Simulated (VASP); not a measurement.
# W (Fd-3m) in VASP: a series of runs

Runs on W. Level: revPBE. Tasks: relaxation of cell and atoms.

Program: VASP 6.6.1. These are calculated values, not measurements. Logs are shortened: lines on timing, memory, paths and dates and some standing lists are left out, and cuts for length are marked.

**1. The cell of the first run**

The structure is cubic, space group Fd-3m (No. 227). The conventional cell has a = 5.480 Å, b = 5.480 Å, c = 5.480 Å, α = 90.00°, β = 90.00°, γ = 90.00°. Within 3.1 Å of W (site symmetry -43m) lie 4 W at 2.37 Å.

This isn't the form of W at room conditions, which is bcc.

**2. Relaxation of cell and atoms, revPBE, target pressure 5 GPa, at which the enthalpy is minimised**

Contents of INCAR:

```
PREC     = Accurate       # precision mode
ENCUT    = 500            # plane-wave cutoff, eV
EDIFF    = 1E-7           # SCF threshold, eV
ISMEAR   = -1             # smearing method
SIGMA    = 0.05           # smearing width, eV
LREAL    = F              # projectors in reciprocal space
LASPH    = T              # aspherical terms in the spheres
NELM     = 120            # most SCF steps
ALGO     = Normal         # electronic algorithm
ISIF     = 3              # what is computed and relaxed
LWAVE    = F              # write WAVECAR
LCHARG   = F              # write CHGCAR
GGA      = RE             # functional
IBRION   = 2              # ionic algorithm
NSW      = 80             # ionic steps
EDIFFG   = -0.03          # ionic threshold
PSTRESS  = 50.0         
GGA_COMPAT= F            
NELMIN   = 4
```

Contents of KPOINTS:

```
regular mesh
0
Gamma
  7 7 7
```

Contents of POSCAR:

```
W
1.0
    0.0000000000      2.7400000000      2.7400000000
    2.7400000000      0.0000000000      2.7400000000
    2.7400000000      2.7400000000      0.0000000000
W
2
Direct
    1.0000000000      1.0000000000      1.0000000000
    0.2500000000      0.2500000000      0.2500000000
```

Potentials or basis: VASP PAW PBE potentials, release 64 (W_sv).

Started as:

```sh
$ cat potpaw_PBE.64/W_sv/POTCAR > POTCAR
$ mpirun -np 1 vasp_std > vasp.out
```

OUTCAR:

```text
PREC = Accurate
   ENCUT = 500
   EDIFF = 1E-7
   ISMEAR = -1
   LREAL = F
   LASPH = T
   NELM = 120
   ISIF = 3
   GGA = RE
   IBRION = 2
   NSW = 80
   EDIFFG = -0.03
   PSTRESS = 50.0
   NELMIN = 4

 ion  position               nearest neighbor table
   1  0.000  0.000  0.000-   2 2.37   2 2.37   2 2.37   2 2.37
   2  0.250  0.250  0.250-   1 2.37   1 2.37   1 2.37   1 2.37

  LATTYP: Found a face centered cubic cell.
 ALAT       =     5.4800000000

  Lattice vectors:

 A1 = (   0.0000000000,   2.7400000000,   2.7400000000)
 A2 = (   2.7400000000,   0.0000000000,   2.7400000000)
 A3 = (   2.7400000000,   2.7400000000,   0.0000000000)

Analysis of symmetry for initial positions (statically):
=====================================================================
 Subroutine PRICEL returns:
 Original cell was already a primitive cell.

 Routine SETGRP: Setting up the symmetry group for a
 face centered cubic supercell.

 Subroutine GETGRP returns: Found 48 space group operations
 (whereof 24 operations were pure point group operations)
 out of a pool of 48 trial point group operations.

The static configuration has the point symmetry T_d .
 The point group associated with its full space group is O_h .

Analysis of symmetry for dynamics (positions and initial velocities):
=====================================================================
 Subroutine PRICEL returns:
 Original cell was already a primitive cell.

 Routine SETGRP: Setting up the symmetry group for a
 face centered cubic supercell.

 Subroutine GETGRP returns: Found 48 space group operations
 (whereof 24 operations were pure point group operations)
 out of a pool of 48 trial point group operations.

The dynamic configuration has the point symmetry T_d .
 The point group associated with its full space group is O_h .

 Subroutine INISYM returns: Found 48 space group operations
 (whereof 24 operations are pure point group operations),
 and found     1 'primitive' translations

----------------------------------------------------------------------------------------

                                     Primitive cell

  volume of cell :      41.1416

  direct lattice vectors                    reciprocal lattice vectors
     0.000000000  2.740000000  2.740000000    -0.182481752  0.182481752  0.182481752
     2.740000000  0.000000000  2.740000000     0.182481752 -0.182481752  0.182481752
     2.740000000  2.740000000  0.000000000     0.182481752  0.182481752 -0.182481752

  length of vectors
     3.874945161  3.874945161  3.874945161     0.316067666  0.316067666  0.316067666

  position of ions in fractional coordinates (direct lattice)
     0.000000000  0.000000000  0.000000000
     0.250000000  0.250000000  0.250000000

  ion indices of the primitive-cell ions
   primitive index   ion index
                 1           1
                 2           2

----------------------------------------------------------------------------------------

 KPOINTS: regular mesh

Automatic generation of k-mesh.
 Grid dimensions read from file:
 generate k-points for:    7    7    7

 Generating k-lattice:

  Cartesian coordinates                     Fractional coordinates (reciprocal lattice)
    -0.026068822  0.026068822  0.026068822     0.142857143  0.000000000  0.000000000
     0.026068822 -0.026068822  0.026068822     0.000000000  0.142857143  0.000000000
     0.026068822  0.026068822 -0.026068822     0.000000000  0.000000000  0.142857143

  Length of vectors
     0.045152524  0.045152524  0.045152524

  Shift w.r.t. Gamma in fractional coordinates (k-lattice)
     0.000000000  0.000000000  0.000000000

 Subroutine IBZKPT returns following result:
 ===========================================

 Found     20 irreducible k-points:

 Following reciprocal coordinates:
            Coordinates               Weight
  0.000000  0.000000  0.000000      1.000000
  0.142857  0.000000  0.000000      8.000000
  0.285714  0.000000  0.000000      8.000000
  0.428571  0.000000  0.000000      8.000000
  0.142857  0.142857  0.000000      6.000000
  0.285714  0.142857  0.000000     24.000000
[... 12 lines left out ...]
 -0.428571  0.428571  0.142857     24.000000
 -0.285714  0.428571  0.142857     24.000000
   k-points           NKPTS =     20   k-points in BZ     NKDIM =     20   number of bands    NBANDS=     18
   number of dos      NEDOS =    301   number of ions     NIONS =      2
   total plane-waves  NPLWV =  21952
   dimension x,y,z NGX =    28 NGY =   28 NGZ =   28
   dimension x,y,z NGXF=    56 NGYF=   56 NGZF=   56
   ions per type =               2
   NGX,Y,Z   is equivalent  to a cutoff of  12.01, 12.01, 12.01 a.u.
   NGXF,Y,Z  is equivalent  to a cutoff of  24.03, 24.03, 24.03 a.u.
 SYSTEM =  unknown system
   PREC   = accura    normal or accurate (medium, high low for compatibility)
   ISTART =      0    job   : 0-new  1-cont  2-samecut
   ICHARG =      2    charge: 1-file 2-atom 10-const
   ISPIN  =      1    spin polarized calculation?
   LNONCOLLINEAR =      F non collinear calculations
   LSORBIT =      F    spin-orbit coupling
   LASPH  =      T    aspherical Exc in radial PAW
   ENCUT  =  500.0 eV  36.75 Ry    6.06 a.u.   7.06  7.06  7.06*2*pi/ulx,y,z
   NELM   =    120;   NELMIN=  4; NELMDL= -5     # of ELM steps
   EDIFF  = 0.1E-06   stopping-criterion for ELM
   LREAL  =      F    real-space projection
   EDIFFG = -.3E-01   stopping-criterion for IOM
   NSW    =     80    number of steps for IOM
   IBRION =      2    ionic relax: 0-MD 1-quasi-New 2-CG
   NFREE  =      1    steps in history (QN), initial steepest desc. (CG)
   ISIF   =      3    stress and relaxation
   ISYM   =      2    0-nonsym 1-usesym 2-fastsym
   POTIM  = 0.5000    time-step for ionic-motion
   TEBEG  =    0.0;   TEEND  =   0.0 temperature during run
   PSTRESS=   50.0 pullay stress
   NELECT =      28.0000    total number of electrons
   NUPDOWN=      -1.0000    fix difference up-down
   EMIN   =  10.00;   EMAX   =-10.00  energy-range for DOS
   EFERMI =   0.00;   METHOD = LEGACY
   ISMEAR =    -1;   SIGMA  =   0.05  broadening in eV -4-tet -1-fermi 0-gaus
   EFERMI_NEDOS =   21; number of points for ismear=-14 and -15
   IALGO  =     38    algorithm
   IMIX   =      4    mixing-type and parameters
     AMIX     =   0.40;   BMIX     =  1.00
     AMIX_MAG =   1.60;   BMIX_MAG =  1.00
  volume/ion in A,a.u.               =      20.57       138.82
  Fermi-wavevector in a.u.,A,eV,Ry     =   1.440015  2.721233 28.213620  2.073643
  Thomas-Fermi vector in A             =   2.558806
   LORBIT       =      0    0 simple, 1 ext, 2 COOP (PROOUT), +10 PAW based schemes
   GGA     = RE    functional components
   LHFCALC =     F    Hartree Fock is set to
   AEXX    =    0.0000 exact exchange contribution
   IVDW    =     0    specifies the selected vdW correction
   LEPSILON=     F    determine dielectric tensor
   LRPA    =     F    only Hartree local field effects (RPA)
 conjugate gradient relaxation of ions
 non-spin polarized calculation
  energy-cutoff  :      500.00
  volume of cell :       41.14
 maximum number of plane-waves:      1059
   NGX = 15   NGY = 15   NGZ = 15

--------------------------------------- Ionic step        1  -------------------------------------------

 number of electron      28.0000000 magnetization

 Free energy of the ion-electron system (eV)
  ---------------------------------------------------
  ext. energy  EPLUGINS =         0.00000000
  ---------------------------------------------------
  free energy    TOTEN  =       -18.94570425 eV

  energy without entropy =      -18.93228462  energy(sigma->0) =      -18.93899443

------------------------ aborting loop because EDIFF is reached ----------------------------------------

  FORCE on cell =-STRESS in cart. coord.  units (eV):
  Direction    XX          YY          ZZ          XY          YZ          ZX
  --------------------------------------------------------------------------------------
  -------------------------------------------------------------------------------------
  Total        9.0292340      9.0292340      9.0292340      0.0000000     -0.0000000      0.0000000
  in kB      351.6250507    351.6250507    351.6250507      0.0000000     -0.0000000      0.0000000
  external PRESSURE =     301.6250507 kB  Pullay stress =      50.0000000 kB

 VOLUME and BASIS-vectors are now :
 -----------------------------------------------------------------------------
  energy-cutoff  :      500.00
  volume of cell :       41.14
      direct lattice vectors                 reciprocal lattice vectors
     0.000000000  2.740000000  2.740000000    -0.182481752  0.182481752  0.182481752
     2.740000000  0.000000000  2.740000000     0.182481752 -0.182481752  0.182481752
     2.740000000  2.740000000  0.000000000     0.182481752  0.182481752 -0.182481752
[... 8 lines left out ...]
  FREE ENERGIE OF THE ION-ELECTRON SYSTEM (eV)
  ---------------------------------------------------
  free  energy   TOTEN  =       -18.9457042483 eV

  energy  without entropy=      -18.9322846212  energy(sigma->0) =      -18.93899443

  enthalpy is  TOTEN    =       -17.6617749594 eV   P V=        1.2839292889

--------------------------------------- Ionic step        2  -------------------------------------------

 number of electron      27.9999989 magnetization

 E-fermi :   2.6911     XC(G=0):  -9.1598

 val. band max:        2.6252501117   @ k =   0.4286   0.2857   0.1429
 cond. band min:       2.7774162971   @ k =  -0.4286   0.1429   0.0000
 fundamental gap:      0.1521661854
 Fermi energy:         2.6911471197

 k-point     1 :       0.0000    0.0000    0.0000
  band No.  band energies     occupation
      1     -70.9389      2.00000
      2     -70.8585      2.00000
      3     -35.2035      2.00000
      4     -35.2035      2.00000
      5     -35.2035      2.00000
      6     -34.8605      2.00000
[... 10 lines left out ...]
     17       3.8277      0.00000
     18       6.1300      0.00000
[... 502 lines left out ...]
  FREE ENERGIE OF THE ION-ELECTRON SYSTEM (eV)
  ---------------------------------------------------
  free  energy   TOTEN  =       -19.7714749481 eV

  energy  without entropy=      -19.7454734699  energy(sigma->0) =      -19.75847421

  enthalpy is  TOTEN    =       -18.2563739162 eV   P V=        1.5151010319

--------------------------------------- Ionic step        5  -------------------------------------------

 number of electron      27.9999990 magnetization

 Free energy of the ion-electron system (eV)
  ---------------------------------------------------
  ext. energy  EPLUGINS =         0.00000000
  ---------------------------------------------------
  free energy    TOTEN  =       -19.76640229 eV

  energy without entropy =      -19.74074063  energy(sigma->0) =      -19.75357146

 E-fermi :   5.5358     XC(G=0): -10.8296

 val. band max:        5.5321347113   @ k =  -0.4286   0.4286   0.1429
 cond. band min:       5.5871987792   @ k =   0.2857   0.1429   0.0000
 fundamental gap:      0.0550640679
 Fermi energy:         5.5357515559

 k-point     1 :       0.0000    0.0000    0.0000
  band No.  band energies     occupation
      1     -67.6135      2.00000
      2     -67.2700      2.00000
      3     -32.2282      2.00000
      4     -32.2282      2.00000
      5     -32.2282      2.00000
      6     -31.2618      2.00000
[... 10 lines left out ...]
     17       7.1013      0.00000
     18      10.9436      0.00000
[... 419 lines left out ...]
 POSITION                                       TOTAL-FORCE (eV/Angst)
 -----------------------------------------------------------------------------------
      0.00000      0.00000      0.00000        -0.000000     -0.000000      0.000000
      1.44603      1.44603      1.44603         0.000000      0.000000     -0.000000
 -----------------------------------------------------------------------------------
    total drift:                                0.000000      0.000000      0.000000

  FREE ENERGIE OF THE ION-ELECTRON SYSTEM (eV)
  ---------------------------------------------------
  free  energy   TOTEN  =       -19.7664022917 eV

  energy  without entropy=      -19.7407406296  energy(sigma->0) =      -19.75357146

  enthalpy is  TOTEN    =       -18.2566252328 eV   P V=        1.5097770589

 reached required accuracy - stopping structural energy minimisation
```

It took 27 s on 1 thread of AMD EPYC 9R45 (Zen 5), shared host; peak memory 0.13 GiB.

What came out:

```yaml
Free_energy: -19.7664 eV
Relaxed_volume: 24.19 Å³/atom
Relaxed_cell: a = 4.090 Å, b = 4.090 Å, c = 4.090 Å, α = 60.00°, β = 60.00°, γ = 60.00°
Space_group_after_relaxing_to_0.1_Å: Fd-3m (No. 227)
Energy_change_on_relaxing_the_run_minimises_the_enthalpy: -410.3 meV/atom
Ionic_steps: 5
Pressure_after_relaxing: 5.0 GPa
Band_gap_on_the_k_mesh: zero (bands 14 and 15 overlap by 0.83 eV)
```

The path:
```
step  energy change (eV)  largest force (eV/Å)  pressure (GPa)  volume (Å³)
   1              0.0000                0.0000           35.16        41.14
   2              0.6065                0.0000          -19.61        68.78
   3             -0.8431                0.0000            2.44        49.35
   4             -0.8258                0.0000            4.53        48.55
   5             -0.8207                0.0000            5.00        48.38
```

Final structure:
```xyz
2
Lattice="0.0000 2.8921 2.8921 2.8921 0.0000 2.8921 2.8921 2.8921 0.0000" Properties=species:S:1:pos:R:3 pbc="T T T"
W     0.0000    0.0000    0.0000
W     1.4460    1.4460    1.4460
```

Caveat: the cell is relaxed towards a set pressure, so the run minimises the enthalpy, not the energy; the volume moved by over 15 % at a fixed basis, so the end points are rough; the PAW data sets were made with another functional, which shifts forces and pressure a little; spin-orbit coupling is left out, which moves the levels of the heavy elements.

[end of part 1 of 2]
